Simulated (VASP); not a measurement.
# SiC (F-43m) in VASP: single point with PBEsol

Aim: the single point of SiC with PBEsol.

Program: VASP 6.6.1. These are calculated values, not measurements. Logs are shortened: lines on timing, memory, paths and dates and some standing lists are left out, and cuts for length are marked.

## 1. The cell of the first run

The structure is cubic, space group F-43m (No. 216). Conventional cell: a = 4.358 Å, b = 4.358 Å, c = 4.358 Å, α = 90.00°, β = 90.00°, γ = 90.00°. Si (site symmetry -43m) has 4 C at 1.89 Å within 2.5 Å. C (site symmetry -43m) has 4 Si at 1.89 Å within 2.5 Å.

## 2. Single point, PBEsol

Input file INCAR:

```
PREC = Accurate ; ENCUT = 600
EDIFF = 1E-6 ; ISMEAR = 0
SIGMA = 0.02 ; LREAL = F
LASPH = T ; NELM = 120
ALGO = Normal ; ISIF = 2
LWAVE = F ; LCHARG = F
GGA = PS ; NBANDS = 46
GGA_COMPAT = F
```

Input file KPOINTS:

```
Automatic mesh
0
Gamma
  2 2 2
```

Input file POSCAR:

```
SiC
1.0
    0.0000000000      4.3580000000      4.3580000000
    4.3580000000      0.0000000000      4.3580000000
    4.3580000000      4.3580000000      0.0000000000
Si C
8 8
Direct
    0.0000000000      0.0000000000      0.0000000000
    0.0000000000      0.0000000000      0.5000000000
    0.0000000000      0.5000000000      0.0000000000
    0.0000000000      0.5000000000      0.5000000000
    0.5000000000      0.0000000000      0.0000000000
    0.5000000000      0.0000000000      0.5000000000
    0.5000000000      0.5000000000      0.0000000000
    0.5000000000      0.5000000000      0.5000000000
    0.1250000000      0.1250000000      0.1250000000
    0.1250000000      0.1250000000      0.6250000000
    0.1250000000      0.6250000000      0.1250000000
    0.1250000000      0.6250000000      0.6250000000
    0.6250000000      0.1250000000      0.1250000000
    0.6250000000      0.1250000000      0.6250000000
    0.6250000000      0.6250000000      0.1250000000
    0.6250000000      0.6250000000      0.6250000000
```

Potentials or basis: VASP PAW PBE potentials, release 64 (Si, C).

The run is started by

```
> cat potpaw_PBE.64/Si/POTCAR potpaw_PBE.64/C/POTCAR > POTCAR
> mpirun -np 1 vasp_std > vasp.out
```

OUTCAR:

```text
PREC = Accurate
   ENCUT = 600
   EDIFF = 1E-6
   ISMEAR = 0
   LREAL = F
   LASPH = T
   NELM = 120
   ISIF = 2
   GGA = PS

 ion  position               nearest neighbor table
   1  0.000  0.000  0.000-  10 1.89  11 1.89  13 1.89   9 1.89   3 3.08   5 3.08   2 3.08   2 3.08
                             4 3.08   6 3.08   3 3.08   4 3.08   7 3.08   5 3.08   6 3.08   7 3.08
   2  0.000  0.000  0.500-   9 1.89  12 1.89  14 1.89  10 1.89   4 3.08   6 3.08   1 3.08   1 3.08
                             3 3.08   5 3.08   3 3.08   4 3.08   8 3.08   5 3.08   6 3.08   8 3.08
   3  0.000  0.500  0.000-   9 1.89  12 1.89  15 1.89  11 1.89   4 3.08   7 3.08   1 3.08   2 3.08
                             4 3.08   8 3.08   1 3.08   2 3.08   5 3.08   5 3.08   7 3.08   8 3.08
   4  0.000  0.500  0.500-  10 1.89  11 1.89  16 1.89  12 1.89   3 3.08   8 3.08   2 3.08   1 3.08
                             3 3.08   7 3.08   1 3.08   2 3.08   6 3.08   6 3.08   7 3.08   8 3.08
   5  0.500  0.000  0.000-   9 1.89  14 1.89  15 1.89  13 1.89   6 3.08   7 3.08   1 3.08   2 3.08
                             6 3.08   8 3.08   3 3.08   7 3.08   8 3.08   1 3.08   2 3.08   3 3.08
   6  0.500  0.000  0.500-  10 1.89  13 1.89  16 1.89  14 1.89   5 3.08   8 3.08   2 3.08   1 3.08
                             5 3.08   7 3.08   4 3.08   7 3.08   8 3.08   1 3.08   2 3.08   4 3.08
   7  0.500  0.500  0.000-  11 1.89  13 1.89  16 1.89  15 1.89   5 3.08   8 3.08   3 3.08   4 3.08
                             6 3.08   8 3.08   1 3.08   5 3.08   6 3.08   1 3.08   3 3.08   4 3.08
   8  0.500  0.500  0.500-  12 1.89  14 1.89  15 1.89  16 1.89   6 3.08   7 3.08   4 3.08   3 3.08
                             5 3.08   7 3.08   2 3.08   5 3.08   6 3.08   2 3.08   3 3.08   4 3.08
   9  0.125  0.125  0.125-   2 1.89   3 1.89   5 1.89   1 1.89
  10  0.125  0.125  0.625-   1 1.89   4 1.89   6 1.89   2 1.89
  11  0.125  0.625  0.125-   1 1.89   4 1.89   7 1.89   3 1.89
  12  0.125  0.625  0.625-   2 1.89   3 1.89   8 1.89   4 1.89
  13  0.625  0.125  0.125-   1 1.89   6 1.89   7 1.89   5 1.89
  14  0.625  0.125  0.625-   2 1.89   5 1.89   8 1.89   6 1.89
  15  0.625  0.625  0.125-   3 1.89   5 1.89   8 1.89   7 1.89
  16  0.625  0.625  0.625-   4 1.89   6 1.89   7 1.89   8 1.89

  LATTYP: Found a face centered cubic cell.
 ALAT       =     8.7160000000

  Lattice vectors:

 A1 = (   0.0000000000,   4.3580000000,   4.3580000000)
 A2 = (   4.3580000000,   0.0000000000,   4.3580000000)
 A3 = (   4.3580000000,   4.3580000000,   0.0000000000)

Analysis of symmetry for initial positions (statically):
=====================================================================
 Subroutine PRICEL returns following result:

  LATTYP: Found a face centered cubic cell.
 ALAT       =     4.3580000000

  Lattice vectors:

 A1 = (   0.0000000000,   2.1790000000,   2.1790000000)
 A2 = (   2.1790000000,   0.0000000000,   2.1790000000)
 A3 = (   2.1790000000,   2.1790000000,   0.0000000000)

   8 primitive cells build up your supercell.

 Routine SETGRP: Setting up the symmetry group for a
 face centered cubic supercell.

 Subroutine GETGRP returns: Found 24 space group operations
 (whereof 24 operations were pure point group operations)
 out of a pool of 48 trial point group operations.

The static configuration has the point symmetry T_d .

Analysis of symmetry for dynamics (positions and initial velocities):
=====================================================================
 Subroutine PRICEL returns following result:

  LATTYP: Found a face centered cubic cell.
 ALAT       =     4.3580000000

  Lattice vectors:

 A1 = (   0.0000000000,   2.1790000000,   2.1790000000)
 A2 = (   2.1790000000,   0.0000000000,   2.1790000000)
 A3 = (   2.1790000000,   2.1790000000,   0.0000000000)

   8 primitive cells build up your supercell.

 Routine SETGRP: Setting up the symmetry group for a
 face centered cubic supercell.

 Subroutine GETGRP returns: Found 24 space group operations
 (whereof 24 operations were pure point group operations)
 out of a pool of 48 trial point group operations.

The dynamic configuration has the point symmetry T_d .

 Subroutine INISYM returns: Found 24 space group operations
 (whereof 24 operations are pure point group operations),
 and found     8 'primitive' translations

----------------------------------------------------------------------------------------

                                     Primitive cell

  volume of cell :      20.6920

  direct lattice vectors                    reciprocal lattice vectors
     0.000000000  2.179000000  2.179000000    -0.229463056  0.229463056  0.229463056
     2.179000000  0.000000000  2.179000000     0.229463056 -0.229463056  0.229463056
     2.179000000  2.179000000  0.000000000     0.229463056  0.229463056 -0.229463056

  length of vectors
     3.081571352  3.081571352  3.081571352     0.397441672  0.397441672  0.397441672

  position of ions in fractional coordinates (direct lattice)
     0.000000000  0.000000000  0.000000000
     0.250000000  0.250000000  0.250000000

  ion indices of the primitive-cell ions
   primitive index   ion index
                 1           1
                 2           9

----------------------------------------------------------------------------------------

 KPOINTS: Automatic mesh

Automatic generation of k-mesh.
 Grid dimensions read from file:
 generate k-points for:    2    2    2

 Generating k-lattice:

  Cartesian coordinates                     Fractional coordinates (reciprocal lattice)
    -0.057365764  0.057365764  0.057365764     0.500000000  0.000000000  0.000000000
     0.057365764 -0.057365764  0.057365764     0.000000000  0.500000000  0.000000000
     0.057365764  0.057365764 -0.057365764     0.000000000  0.000000000  0.500000000

  Length of vectors
     0.099360418  0.099360418  0.099360418

  Shift w.r.t. Gamma in fractional coordinates (k-lattice)
     0.000000000  0.000000000  0.000000000

 Subroutine IBZKPT returns following result:
 ===========================================

 Found      3 irreducible k-points:

 Following reciprocal coordinates:
            Coordinates               Weight
  0.000000  0.000000  0.000000      1.000000
  0.500000  0.000000  0.000000      4.000000
  0.500000  0.500000  0.000000      3.000000
   k-points           NKPTS =      3   k-points in BZ     NKDIM =      3   number of bands    NBANDS=     46
   number of dos      NEDOS =    301   number of ions     NIONS =     16
   total plane-waves  NPLWV = 125000
   dimension x,y,z NGX =    50 NGY =   50 NGZ =   50
   dimension x,y,z NGXF=   100 NGYF=  100 NGZF=  100
   ions per type =               8   8
   NGX,Y,Z   is equivalent  to a cutoff of  13.49, 13.49, 13.49 a.u.
   NGXF,Y,Z  is equivalent  to a cutoff of  26.97, 26.97, 26.97 a.u.
 SYSTEM =  unknown system
   PREC   = accura    normal or accurate (medium, high low for compatibility)
   ISTART =      0    job   : 0-new  1-cont  2-samecut
   ICHARG =      2    charge: 1-file 2-atom 10-const
   ISPIN  =      1    spin polarized calculation?
   LNONCOLLINEAR =      F non collinear calculations
   LSORBIT =      F    spin-orbit coupling
   LASPH  =      T    aspherical Exc in radial PAW
   ENCUT  =  600.0 eV  44.10 Ry    6.64 a.u.  12.31 12.31 12.31*2*pi/ulx,y,z
   NELM   =    120;   NELMIN=  2; NELMDL= -5     # of ELM steps
   EDIFF  = 0.1E-05   stopping-criterion for ELM
   LREAL  =      F    real-space projection
   EDIFFG = 0.1E-04   stopping-criterion for IOM
   NSW    =      0    number of steps for IOM
   IBRION =     -1    ionic relax: 0-MD 1-quasi-New 2-CG
   NFREE  =      0    steps in history (QN), initial steepest desc. (CG)
   ISIF   =      2    stress and relaxation
   ISYM   =      2    0-nonsym 1-usesym 2-fastsym
   POTIM  = 0.5000    time-step for ionic-motion
   TEBEG  =    0.0;   TEEND  =   0.0 temperature during run
   PSTRESS=    0.0 pullay stress
   NELECT =      64.0000    total number of electrons
   NUPDOWN=      -1.0000    fix difference up-down
   EMIN   =  10.00;   EMAX   =-10.00  energy-range for DOS
   EFERMI =   0.00;   METHOD = LEGACY
   ISMEAR =     0;   SIGMA  =   0.02  broadening in eV -4-tet -1-fermi 0-gaus
   EFERMI_NEDOS =   21; number of points for ismear=-14 and -15
   IALGO  =     38    algorithm
   IMIX   =      4    mixing-type and parameters
     AMIX     =   0.40;   BMIX     =  1.00
     AMIX_MAG =   1.60;   BMIX_MAG =  1.00
  volume/ion in A,a.u.               =      10.35        69.82
  Fermi-wavevector in a.u.,A,eV,Ry     =   1.192626  2.253736 19.352338  1.422357
  Thomas-Fermi vector in A             =   2.328660
   LORBIT       =      0    0 simple, 1 ext, 2 COOP (PROOUT), +10 PAW based schemes
   GGA     = PS    functional components
   LHFCALC =     F    Hartree Fock is set to
   AEXX    =    0.0000 exact exchange contribution
   IVDW    =     0    specifies the selected vdW correction
   LEPSILON=     F    determine dielectric tensor
   LRPA    =     F    only Hartree local field effects (RPA)
 non-spin polarized calculation
 Gauss-broadening in eV      SIGMA  =   0.02
  energy-cutoff  :      600.00
  volume of cell :      165.54
 maximum number of plane-waves:      5577
 NGX is ok and might be reduce to    50
   NGX = 25   NGY = 25   NGZ = 25

 number of electron      64.0000005 magnetization

 Free energy of the ion-electron system (eV)
  ---------------------------------------------------
  ext. energy  EPLUGINS =         0.00000000
  ---------------------------------------------------
  free energy    TOTEN  =      -126.28020506 eV

  energy without entropy =     -126.28020506  energy(sigma->0) =     -126.28020506

 E-fermi :   8.2654     XC(G=0): -11.4921

 val. band max:        8.1158246139   @ k =   0.0000   0.0000   0.0000
 cond. band min:       9.2962782972   @ k =   0.0000   0.0000   0.0000
 fundamental gap:      1.1804536833
 Fermi energy:         8.2654383929

 k-point     1 :       0.0000    0.0000    0.0000
  band No.  band energies     occupation
      1      -7.3368      2.00000
      2      -3.7193      2.00000
      3      -3.7193      2.00000
      4      -3.7193      2.00000
      5      -3.7193      2.00000
      6      -2.2487      2.00000
[... 36 lines left out ...]
     43      14.2878      0.00000
     44      15.2019      0.00000

 k-point     2 :       0.5000    0.0000    0.0000
  band No.  band energies     occupation
      1      -6.1332      2.00000
      2      -6.1332      2.00000
      3      -3.3429      2.00000
      4      -3.3429      2.00000
      5      -3.3429      2.00000
      6      -3.3429      2.00000
[... 36 lines left out ...]
     43      15.9585      0.00000
     44      15.9649      0.00000

 k-point     3 :       0.5000    0.5000    0.0000
  band No.  band energies     occupation
      1      -5.7288      2.00000
      2      -5.7288      2.00000
      3      -4.2849      2.00000
      4      -4.2849      2.00000
      5      -4.2849      2.00000
      6      -4.2849      2.00000
[... 36 lines left out ...]
     43      16.7725      0.00000
     44      16.7725      0.00000
 [bands above 44 left out]

------------------------ aborting loop because EDIFF is reached ----------------------------------------

  FORCE on cell =-STRESS in cart. coord.  units (eV):
  Direction    XX          YY          ZZ          XY          YZ          ZX
  --------------------------------------------------------------------------------------
  -------------------------------------------------------------------------------------
  Total        0.4544270      0.4544270      0.4544270      0.0000000     -0.0000000      0.0000000
  in kB        4.3982814      4.3982814      4.3982814      0.0000000     -0.0000000      0.0000000
  external PRESSURE =       4.3982814 kB  Pullay stress =       0.0000000 kB

 VOLUME and BASIS-vectors are now :
 -----------------------------------------------------------------------------
  energy-cutoff  :      600.00
  volume of cell :      165.54
      direct lattice vectors                 reciprocal lattice vectors
     0.000000000  4.358000000  4.358000000    -0.114731528  0.114731528  0.114731528
     4.358000000  0.000000000  4.358000000     0.114731528 -0.114731528  0.114731528
     4.358000000  4.358000000  0.000000000     0.114731528  0.114731528 -0.114731528

 POSITION                                       TOTAL-FORCE (eV/Angst)
 -----------------------------------------------------------------------------------
      0.00000      0.00000      0.00000         0.000000      0.000000      0.000000
      2.17900      2.17900      0.00000         0.000000      0.000000      0.000000
      2.17900      0.00000      2.17900         0.000000      0.000000      0.000000
      4.35800      2.17900      2.17900         0.000000      0.000000      0.000000
      0.00000      2.17900      2.17900         0.000000      0.000000      0.000000
      2.17900      4.35800      2.17900         0.000000      0.000000      0.000000
[... 8 lines left out ...]
      3.26850      3.26850      5.44750        -0.000000     -0.000000     -0.000000
      5.44750      5.44750      5.44750        -0.000000     -0.000000     -0.000000
 -----------------------------------------------------------------------------------
    total drift:                                0.000000      0.000000      0.000000

  FREE ENERGIE OF THE ION-ELECTRON SYSTEM (eV)
  ---------------------------------------------------
  free  energy   TOTEN  =      -126.2802050623 eV

  energy  without entropy=     -126.2802050623  energy(sigma->0) =     -126.28020506
```

Wall time 29 s (1 thread of AMD EPYC 9R45 (Zen 5), shared host); peak memory 0.29 GiB.

Results:

```
Free energy            : -126.2802 eV
Pressure               : 0.4 GPa
Band gap on the k mesh : 1.18 eV
```

Caveat: the k points lie up to 0.62 Å⁻¹ apart; the PAW data sets were made with another functional, which shifts forces and pressure a little.
